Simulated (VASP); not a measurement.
# K2Pd (P4/mmm) in VASP: single point with LDA

Aim: the single point of K2Pd with LDA.

Program: VASP 6.6.1. These are calculated values, not measurements. Logs are shortened: lines on timing, memory, paths and dates and some standing lists are left out, and cuts for length are marked.

## Step 1: The cell of the first run

The structure is tetragonal, space group P4/mmm (No. 123). Conventional cell: a = 5.527 Å, b = 5.527 Å, c = 3.203 Å, α = 90.00°, β = 90.00°, γ = 90.00°. K (site symmetry mmm) has 4 Pd at 3.19 Å and 6 K at 3.20 to 3.91 Å within 4.2 Å. Within 4.2 Å of Pd (site symmetry 4/mmm) lie 8 K at 3.19 Å and 2 Pd at 3.20 Å.

## Step 2: Single point, LDA

File INCAR:

```
SYSTEM = K2Pd
PREC = Accurate ; ENCUT = 520
EDIFF = 1E-6 ; ISMEAR = -1
SIGMA = 0.1 ; LREAL = .FALSE.
LASPH = .TRUE. ; NELM = 100
ALGO = Normal ; ISIF = 2
LWAVE = .FALSE. ; LCHARG = .FALSE.
NBANDS = 21
```

File KPOINTS:

```
Automatic mesh
0
G
  8 8 13
  0 0 0
```

File POSCAR:

```
K2Pd
1.0
    5.5269780439      0.0000000000      0.0000000000
    0.0000000000      5.5269780439      0.0000000000
    0.0000000000      0.0000000000      3.2030540243
K Pd
2 1
Direct
    0.0000000000      0.5000000000      0.5000000000
    0.5000000000      0.0000000000      0.5000000000
    0.0000000000      0.0000000000      0.0000000000
```

Potentials or basis: VASP PAW LDA potentials, release 64 (K_sv, Pd).

Command:

```bash
cat potpaw_LDA.64/K_sv/POTCAR potpaw_LDA.64/Pd/POTCAR > POTCAR
mpirun -np 1 vasp_std > vasp.out
```

OUTCAR:

```text
SYSTEM = K2Pd
   PREC = Accurate
   ENCUT = 520
   EDIFF = 1E-6
   ISMEAR = -1
   LREAL = .FALSE.
   LASPH = .TRUE.
   NELM = 100
   ISIF = 2

 ion  position               nearest neighbor table
   1  0.000  0.500  0.500-   3 3.19   3 3.19   3 3.19   3 3.19
   2  0.500  0.000  0.500-   3 3.19   3 3.19   3 3.19   3 3.19
   3  0.000  0.000  0.000-   1 3.19   2 3.19   1 3.19   2 3.19   1 3.19   1 3.19   2 3.19   2 3.19

  LATTYP: Found a simple tetragonal cell.
 ALAT       =     5.5269780439
 C/A-ratio  =     0.5795308031

  Lattice vectors:

 A1 = (   5.5269780439,   0.0000000000,   0.0000000000)
 A2 = (   0.0000000000,   5.5269780439,   0.0000000000)
 A3 = (   0.0000000000,   0.0000000000,   3.2030540243)

Analysis of symmetry for initial positions (statically):
=====================================================================
 Subroutine PRICEL returns:
 Original cell was already a primitive cell.

 Routine SETGRP: Setting up the symmetry group for a
 simple tetragonal supercell.

 Subroutine GETGRP returns: Found 16 space group operations
 (whereof 16 operations were pure point group operations)
 out of a pool of 16 trial point group operations.

The static configuration has the point symmetry D_4h.

Analysis of symmetry for dynamics (positions and initial velocities):
=====================================================================
 Subroutine PRICEL returns:
 Original cell was already a primitive cell.

 Routine SETGRP: Setting up the symmetry group for a
 simple tetragonal supercell.

 Subroutine GETGRP returns: Found 16 space group operations
 (whereof 16 operations were pure point group operations)
 out of a pool of 16 trial point group operations.

The dynamic configuration has the point symmetry D_4h.

 Subroutine INISYM returns: Found 16 space group operations
 (whereof 16 operations are pure point group operations),
 and found     1 'primitive' translations

----------------------------------------------------------------------------------------

                                     Primitive cell

  volume of cell :      97.8452

  direct lattice vectors                    reciprocal lattice vectors
     5.526978044  0.000000000  0.000000000     0.180930699  0.000000000  0.000000000
     0.000000000  5.526978044  0.000000000     0.000000000  0.180930699  0.000000000
     0.000000000  0.000000000  3.203054024     0.000000000  0.000000000  0.312202040

  length of vectors
     5.526978044  5.526978044  3.203054024     0.180930699  0.180930699  0.312202040

  position of ions in fractional coordinates (direct lattice)
     0.000000000  0.500000000  0.500000000
     0.500000000  0.000000000  0.500000000
     0.000000000  0.000000000  0.000000000

  ion indices of the primitive-cell ions
   primitive index   ion index
                 1           1
                 2           2
                 3           3

----------------------------------------------------------------------------------------

 KPOINTS: Automatic mesh

Automatic generation of k-mesh.
 Grid dimensions read from file:
 generate k-points for:    8    8   13

 Generating k-lattice:

  Cartesian coordinates                     Fractional coordinates (reciprocal lattice)
     0.022616337  0.000000000  0.000000000     0.125000000  0.000000000  0.000000000
     0.000000000  0.022616337  0.000000000     0.000000000  0.125000000  0.000000000
     0.000000000  0.000000000  0.024015542     0.000000000  0.000000000  0.076923077

  Length of vectors
     0.022616337  0.022616337  0.024015542

  Shift w.r.t. Gamma in fractional coordinates (k-lattice)
     0.000000000  0.000000000  0.000000000

 Subroutine IBZKPT returns following result:
 ===========================================

 Found    105 irreducible k-points:

 Following reciprocal coordinates:
            Coordinates               Weight
  0.000000  0.000000  0.000000      1.000000
  0.125000  0.000000  0.000000      4.000000
  0.250000  0.000000  0.000000      4.000000
  0.375000  0.000000  0.000000      4.000000
  0.500000  0.000000  0.000000      2.000000
  0.125000  0.125000  0.000000      4.000000
[... 16 lines left out ...]
  0.375000  0.125000  0.076923     16.000000
  0.500000  0.125000  0.076923      8.000000
 [... further k-points ...]
   k-points           NKPTS =    105   k-points in BZ     NKDIM =    105   number of bands    NBANDS=     21
   number of dos      NEDOS =    301   number of ions     NIONS =      3
   total plane-waves  NPLWV =  42336
   dimension x,y,z NGX =    42 NGY =   42 NGZ =   24
   dimension x,y,z NGXF=    84 NGYF=   84 NGZF=   48
   ions per type =               2   1
   NGX,Y,Z   is equivalent  to a cutoff of  12.63, 12.63, 12.46 a.u.
   NGXF,Y,Z  is equivalent  to a cutoff of  25.27, 25.27, 24.91 a.u.
 SYSTEM =  K2Pd
   PREC   = accura    normal or accurate (medium, high low for compatibility)
   ISTART =      0    job   : 0-new  1-cont  2-samecut
   ICHARG =      2    charge: 1-file 2-atom 10-const
   ISPIN  =      1    spin polarized calculation?
   LNONCOLLINEAR =      F non collinear calculations
   LSORBIT =      F    spin-orbit coupling
   LASPH  =      T    aspherical Exc in radial PAW
   ENCUT  =  520.0 eV  38.22 Ry    6.18 a.u.  10.28 10.28  5.96*2*pi/ulx,y,z
   NELM   =    100;   NELMIN=  2; NELMDL= -5     # of ELM steps
   EDIFF  = 0.1E-05   stopping-criterion for ELM
   LREAL  =      F    real-space projection
   EDIFFG = 0.1E-04   stopping-criterion for IOM
   NSW    =      0    number of steps for IOM
   IBRION =     -1    ionic relax: 0-MD 1-quasi-New 2-CG
   NFREE  =      0    steps in history (QN), initial steepest desc. (CG)
   ISIF   =      2    stress and relaxation
   ISYM   =      2    0-nonsym 1-usesym 2-fastsym
   POTIM  = 0.5000    time-step for ionic-motion
   TEBEG  =    0.0;   TEEND  =   0.0 temperature during run
   PSTRESS=    0.0 pullay stress
   NELECT =      28.0000    total number of electrons
   NUPDOWN=      -1.0000    fix difference up-down
   EMIN   =  10.00;   EMAX   =-10.00  energy-range for DOS
   EFERMI =   0.00;   METHOD = LEGACY
   ISMEAR =    -1;   SIGMA  =   0.10  broadening in eV -4-tet -1-fermi 0-gaus
   EFERMI_NEDOS =   21; number of points for ismear=-14 and -15
   IALGO  =     38    algorithm
   IMIX   =      4    mixing-type and parameters
     AMIX     =   0.40;   BMIX     =  1.00
     AMIX_MAG =   1.60;   BMIX_MAG =  1.00
  volume/ion in A,a.u.               =      32.62       220.10
  Fermi-wavevector in a.u.,A,eV,Ry     =   1.078817  2.038668 15.835074  1.163845
  Thomas-Fermi vector in A             =   2.214765
   LORBIT       =      0    0 simple, 1 ext, 2 COOP (PROOUT), +10 PAW based schemes
   GGA     = CA    functional components
   LHFCALC =     F    Hartree Fock is set to
   AEXX    =    0.0000 exact exchange contribution
   IVDW    =     0    specifies the selected vdW correction
   LEPSILON=     F    determine dielectric tensor
   LRPA    =     F    only Hartree local field effects (RPA)
 non-spin polarized calculation
  energy-cutoff  :      520.00
  volume of cell :       97.85
 maximum number of plane-waves:      2664
 NGX is ok and might be reduce to    42
   NGX = 21   NGY = 21   NGZ = 11

 number of electron      27.9999993 magnetization

 Free energy of the ion-electron system (eV)
  ---------------------------------------------------
  ext. energy  EPLUGINS =         0.00000000
  ---------------------------------------------------
  free energy    TOTEN  =        -8.27578367 eV

  energy without entropy =       -8.23534478  energy(sigma->0) =       -8.25556422

 E-fermi :   1.9191     XC(G=0):  -8.3923

 val. band max:        1.9179133210   @ k =   0.3750   0.3750   0.0000
 cond. band min:       1.9382877607   @ k =   0.3750   0.2500   0.3846
 fundamental gap:      0.0203744397
 Fermi energy:         1.9190532121

 k-point     1 :       0.0000    0.0000    0.0000
  band No.  band energies     occupation
      1     -29.0232      2.00000
      2     -28.9891      2.00000
      3     -12.8845      2.00000
      4     -12.8845      2.00000
      5     -12.6131      2.00000
      6     -12.6131      2.00000
[... 13 lines left out ...]
     20       5.8119      0.00000
     21       9.2742      0.00000

 k-point     2 :       0.1250    0.0000    0.0000
  band No.  band energies     occupation
      1     -29.0219      2.00000
      2     -28.9903      2.00000
      3     -12.8800      2.00000
      4     -12.8781      2.00000
      5     -12.6244      2.00000
      6     -12.6201      2.00000
[... 13 lines left out ...]
     20       5.7904      0.00000
     21       8.4513      0.00000

 k-point     3 :       0.2500    0.0000    0.0000
  band No.  band energies     occupation
      1     -29.0180      2.00000
      2     -28.9938      2.00000
      3     -12.8669      2.00000
      4     -12.8609      2.00000
      5     -12.6538      2.00000
      6     -12.6386      2.00000
[... 13 lines left out ...]
     20       5.9606      0.00000
     21       7.5326      0.00000

 k-point     4 :       0.3750    0.0000    0.0000
  band No.  band energies     occupation
      1     -29.0123      2.00000
      2     -28.9992      2.00000
      3     -12.8490      2.00000
      4     -12.8403      2.00000
      5     -12.6880      2.00000
      6     -12.6605      2.00000
[... 13 lines left out ...]
     20       6.1541      0.00000
     21       6.8764      0.00000

 k-point     5 :       0.5000    0.0000    0.0000
  band No.  band energies     occupation
      1     -29.0060      2.00000
      2     -29.0053      2.00000
      3     -12.8388      2.00000
      4     -12.8301      2.00000
      5     -12.7049      2.00000
      6     -12.6712      2.00000
[... 13 lines left out ...]
     20       6.2156      0.00000
     21       6.6599      0.00000

 k-point     6 :       0.1250    0.1250    0.0000
  band No.  band energies     occupation
      1     -29.0206      2.00000
      2     -28.9914      2.00000
      3     -12.8945      2.00000
      4     -12.8538      2.00000
      5     -12.6534      2.00000
      6     -12.6079      2.00000
[... 13 lines left out ...]
     20       5.8105      0.00000
     21       8.2967      0.00000

 k-point     7 :       0.2500    0.1250    0.0000
  band No.  band energies     occupation
      1     -29.0170      2.00000
      2     -28.9947      2.00000
      3     -12.8983      2.00000
      4     -12.8230      2.00000
      5     -12.6947      2.00000
      6     -12.6102      2.00000
[... 13 lines left out ...]
     20       5.9537      0.00000
     21       7.5879      0.00000
[... 291 lines left out ...]
      1     -28.9984      2.00000
      2     -28.9978      2.00000
      3     -12.8303      2.00000
      4     -12.8217      2.00000
      5     -12.6947      2.00000
      6     -12.6631      2.00000
[... 13 lines left out ...]
     20       6.3809      0.00000
     21       6.7485      0.00000

 k-point    21 :       0.1250    0.1250    0.0769
  band No.  band energies     occupation
      1     -29.0129      2.00000
      2     -28.9839      2.00000
      3     -12.8853      2.00000
      4     -12.8451      2.00000
      5     -12.6454      2.00000
      6     -12.6003      2.00000
[... 13 lines left out ...]
     20       5.9144      0.00000
     21       8.2677      0.00000

 k-point    22 :       0.2500    0.1250    0.0769
  band No.  band energies     occupation
      1     -29.0093      2.00000
      2     -28.9872      2.00000
      3     -12.8891      2.00000
      4     -12.8145      2.00000
      5     -12.6859      2.00000
      6     -12.6023      2.00000
[... 13 lines left out ...]
     20       6.1021      0.00000
     21       7.6103      0.00000

 k-point    23 :       0.3750    0.1250    0.0769
  band No.  band energies     occupation
      1     -29.0041      2.00000
      2     -28.9921      2.00000
      3     -12.8837      2.00000
      4     -12.7863      2.00000
      5     -12.7237      2.00000
      6     -12.6137      2.00000
[... 13 lines left out ...]
     20       6.3047      0.00000
     21       6.9993      0.00000

 k-point    24 :       0.5000    0.1250    0.0769
  band No.  band energies     occupation
      1     -28.9983      2.00000
      2     -28.9977      2.00000
      3     -12.8790      2.00000
      4     -12.7737      2.00000
      5     -12.7405      2.00000
      6     -12.6207      2.00000
[... 13 lines left out ...]
     20       6.4373      0.00000
     21       6.7134      0.00000

 [... further k-points ...]

------------------------ aborting loop because EDIFF is reached ----------------------------------------

  FORCE on cell =-STRESS in cart. coord.  units (eV):
  Direction    XX          YY          ZZ          XY          YZ          ZX
  --------------------------------------------------------------------------------------
  -------------------------------------------------------------------------------------
  Total        0.0783593      0.0783593      0.0840336      0.0000000      0.0000000      0.0000000
  in kB        1.2831026      1.2831026      1.3760173      0.0000000      0.0000000      0.0000000
  external PRESSURE =       1.3140742 kB  Pullay stress =       0.0000000 kB

 VOLUME and BASIS-vectors are now :
 -----------------------------------------------------------------------------
  energy-cutoff  :      520.00
  volume of cell :       97.85
      direct lattice vectors                 reciprocal lattice vectors
     5.526978044  0.000000000  0.000000000     0.180930699  0.000000000  0.000000000
     0.000000000  5.526978044  0.000000000     0.000000000  0.180930699  0.000000000
     0.000000000  0.000000000  3.203054024     0.000000000  0.000000000  0.312202040

 POSITION                                       TOTAL-FORCE (eV/Angst)
 -----------------------------------------------------------------------------------
      0.00000      2.76349      1.60153         0.000000      0.000000      0.000000
      2.76349      0.00000      1.60153         0.000000      0.000000      0.000000
      0.00000      0.00000      0.00000         0.000000      0.000000      0.000000
 -----------------------------------------------------------------------------------
    total drift:                                0.000000      0.000000      0.000000

  FREE ENERGIE OF THE ION-ELECTRON SYSTEM (eV)
  ---------------------------------------------------
  free  energy   TOTEN  =        -8.2757836651 eV

  energy  without entropy=       -8.2353447812  energy(sigma->0) =       -8.25556422
```

It took 2.3 min on 1 thread of Intel Xeon Platinum 8259CL at 2.50GHz (Skylake/Cascade Lake), shared host; peak memory 0.32 GiB.

Results:

- Free energy: -8.2758 eV
- Pressure: 0.1 GPa
- Band gap on the k mesh: zero (bands 14 and 15 overlap by 1.94 eV)

Levels at points of the mesh, in eV from the Fermi level:
| k point | band 10 | band 11 | band 12 | band 13 | band 14 | band 15 | band 16 | band 17 | band 18 | band 19 |
| --- | --- | --- | --- | --- | --- | --- | --- | --- | --- | --- |
| (0.00, 0.00, 0.00) | -2.49 | -2.08 | -2.05 | -1.30 | -1.30 | 0.54 | 2.39 | 2.39 | 3.46 | 3.86 |
| (0.50, 0.00, 0.00) | -2.21 | -1.99 | -1.58 | -1.29 | -1.22 | -0.96 | 2.23 | 2.58 | 3.21 | 3.73 |
| (0.50, 0.50, 0.00) | -1.99 | -1.71 | -1.22 | -1.22 | -1.11 | -0.16 | -0.16 | 0.98 | 3.90 | 3.90 |

The gap in the log of VASP goes by the Fermi energy; the results here count the filled bands.